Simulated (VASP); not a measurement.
Input of a VASP 6.6.1 run:

File INCAR:

```
PREC     = Accurate       # precision mode
ENCUT    = 520            # plane-wave cutoff, eV
EDIFF    = 1E-6           # SCF threshold, eV
ISMEAR   = 0              # smearing method
SIGMA    = 0.05           # smearing width, eV
LREAL    = F              # projectors in reciprocal space
LASPH    = T              # aspherical terms in the spheres
NELM     = 150            # most SCF steps
ALGO     = Normal         # electronic algorithm
ISIF     = 2              # what is computed and relaxed
LWAVE    = F              # write WAVECAR
LCHARG   = F              # write CHGCAR
ISPIN    = 2              # spin polarisation
MAGMOM   = -1 3           # initial moments
LORBIT   = 11             # projections on sites
LMAXMIX  = 4              # l up to which the mixer works
GGA      = PE             # functional
NBANDS   = 22             # bands
```

Contents of KPOINTS:

```
Automatic mesh
0
Gamma
  14 14 14
```

POSCAR

```
TiCo
1.0
    2.9861109900      0.0000000000      0.0000000000
    0.0000000000      2.9861109900      0.0000000000
    0.0000000000      0.0000000000      2.9861109900
Ti Co
1 1
Direct
    0.0000000000      0.0000000000      0.0000000000
    0.5000000000      0.5000000000      0.5000000000
```

Potentials or basis: VASP PAW PBE potentials, release 64 (Ti_sv, Co).

Launch:

```console
$ cat potpaw_PBE.64/Ti_sv/POTCAR potpaw_PBE.64/Co/POTCAR > POTCAR
$ mpirun -np 1 vasp_std > vasp.out
```

**Question.** Predict the net moment.

**Answer.** 0.89 μB per cell.

**Question.** Predict the pressure.

**Answer.** -0.5 GPa.
